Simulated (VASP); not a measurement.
# Os: single point with r2SCAN

Os:

```xyz
1
Lattice="0.0000 1.9450 1.9450 1.9450 0.0000 1.9450 1.9450 1.9450 0.0000" Properties=species:S:1:pos:R:3 pbc="T T T"
Os    0.0000    0.0000    0.0000
```

This isn't the form of Os at room conditions, which is hcp.

```json
{
  "Program": "VASP 6.6.1",
  "Task": "single point",
  "Functional": "r2SCAN",
  "Potentials or basis": "VASP PAW PBE potentials, release 64 (Os)",
  "Cutoff": "520 eV",
  "k mesh": "17 × 17 × 17",
  "Occupations": "fermi-dirac, width 0.05 eV",
  "Spin": "collinear spin",
  "Starting moments": "[0.6] μB",
  "Fixed moment": "0.6 μB"
}
```

```yaml
Pressure: -12.3 GPa
Net_moment: 0.60 μB per cell
Site_moments: Os +0.61 μB
Valence_electrons_inside_the_program's_atomic_spheres: Os 7.32
```

It took 5.2 min on 1 thread of Intel Xeon 8259CL, on a shared host, peak memory 0.18 GiB.

Caveat: the cell stands under tension; the PAW data sets were made with another functional, which shifts forces and pressure a little; the total moment is fixed, so each spin has its own Fermi level.
